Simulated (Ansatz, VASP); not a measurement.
# One calculation of Eu2Cd3Cl2, two programs

Contents of INCAR:

```
PREC = Accurate
ENCUT = 520
EDIFF = 1E-6
ISMEAR = 0
SIGMA = 0.1
LREAL = False
LASPH = True
NELM = 150
ALGO = Normal
ISIF = 2
LWAVE = False
LCHARG = False
ISPIN = 2
MAGMOM = 7 7 0 0 0 0 0
LORBIT = 11
LMAXMIX = 6
GGA = PE
NBANDS = 55
```

The input KPOINTS:

```
regular mesh
0
Gamma
  3 3 3
```

File POSCAR:

```
Eu2Cd3Cl2
1.0
    3.1485052300      1.8177903400      5.0316286400
   -3.1485052300      1.8177903400      5.0316286400
    0.0000000000     -3.6355806900      5.0316286400
Eu Cd Cl
2 3 2
Direct
    0.0000000000      0.0000000000      0.0000000000
    0.5000000000      0.5000000000      0.5000000000
    0.0000000000      0.0000000000      0.5000000000
    0.5000000000      0.0000000000      0.0000000000
    0.0000000000      0.5000000000      0.0000000000
    0.7200654100      0.7200654100      0.7200654100
    0.2799345900      0.2799345900      0.2799345900
```

Input for Ansatz:

```yaml
crystal:
  lattice:
    - [3.14850523, 1.81779034, 5.03162864]
    - [-3.14850523, 1.81779034, 5.03162864]
    - [0.0, -3.63558069, 5.03162864]
  atoms:
    - { symbol: Eu, position: [0.0, 0.0, 0.0], spin: 7.0 }
    - { symbol: Eu, position: [0.5, 0.5, 0.5], spin: 7.0 }
    - { symbol: Cd, position: [0.0, 0.0, 0.5] }
    - { symbol: Cd, position: [0.5, 0.0, 0.0] }
    - { symbol: Cd, position: [0.0, 0.5, 0.0] }
    - { symbol: Cl, position: [0.72006541, 0.72006541, 0.72006541] }
    - { symbol: Cl, position: [0.27993459, 0.27993459, 0.27993459] }
basis:
  ecutwfc: 420
kpoints:
  mp_grid: { grid: [3, 3, 3] }
hamiltonian:
  xc: pbe
scf:
  occupations: { method: gaussian, width: 0.1 }
  lower_state_search: "off"
output:
  forces: true
  stress: true
  eigenvalues: true
  populations: true
magnetization:
  spin_polarized: true
```

Change from the starting cell: species swapped into the Tl2Pd3S2 type (R-3m, No. 166).

Alike in both runs: task single point; functional PBE; k mesh 3 × 3 × 3; occupations gaussian, width 0.1 eV; collinear spin.

```csv
,VASP,Ansatz
version,VASP 6.6.1,Ansatz 0.2.0
potentials or method,"VASP PAW PBE potentials, release 64 (Eu, Cd, Cl), cutoff 520 eV","scalar-relativistic, plane waves, PAW"
valence electrons in the cell,84,108
```

|  | VASP | Ansatz | Ansatz less VASP |
| --- | --- | --- | --- |
| gap on the k mesh at the Fermi level (eV) | none | none | - |
| pressure (GPa) | 16.0 | 15.8 | -0.19 |
| traceless stress, the component that is largest in VASP (GPa) | 5.69 | 5.68 | -0.019 |
| rms of the force components (eV/Å) | 1.845 | 1.817 | -0.0285 |
| net moment per atom (μB) | 2.07 | 2.07 | +0.001 |
| size of the moment on the site where the two differ most (μB) | 6.64 | 6.85 | +0.206 |

Site moments also hang on the region over which each program counts them. Atom by atom the forces differ by 0.029 eV/Å (rms over components). A gap of «none» marks a metal or a gap that the smearing closes. The functional is the same, so the differences come from potentials, cutoffs and numerics. VASP's potentials hold 84 valence electrons a cell and Ansatz's 108, so a difference there can come from the potentials and not from the codes.

The k mesh is coarse, so the values compare programs but aren't converged. Spin-orbit coupling is off throughout.
